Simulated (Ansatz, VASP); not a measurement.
## GdH2OF3: VASP beside Ansatz

```xyz
7
Lattice="11.7700 0.0000 0.0000 0.0000 12.3600 0.0000 0.0000 0.0000 12.3600" Properties=species:S:1:pos:R:3 pbc="T T T"
Gd    6.2486    5.5664    6.7962
F     7.2722    6.9969    7.8626
F     4.8537    4.5008    7.8619
F     7.2722    4.5000    5.3657
O     4.8474    6.9856    5.3770
H     4.5000    7.8626    5.5948
H     4.5000    6.7678    4.5000
```

Alike in both runs: task single point; functional PBE; k mesh 1 × 1 × 1; occupations gaussian, width 0.01 eV; collinear spin.

|  | VASP | Ansatz |
| --- | --- | --- |
| version | VASP 6.6.1 | Ansatz 0.2.0 |
| potentials or method | VASP PAW PBE potentials, release 64 (Gd, F, O, H), cutoff 520 eV | scalar-relativistic, plane waves, PAW |
| valence electrons in the cell | 47 | 47 |

```csv
,VASP,Ansatz,Ansatz less VASP
gap on the k mesh at the Fermi level (eV),4.37,4.31,-0.060
rms of the force components (eV/Å),0.085,0.045,-0.0395
net moment per atom (μB),1.00,1.00,0.000
size of the moment on the site where the two differ most (μB),6.77,6.67,-0.093
```

Site moments also hang on the region over which each program counts them. Atom by atom the forces differ by 0.062 eV/Å (rms over components). Ansatz's warnings: structure snapped to symmetry.

Neither program's run includes spin-orbit coupling.
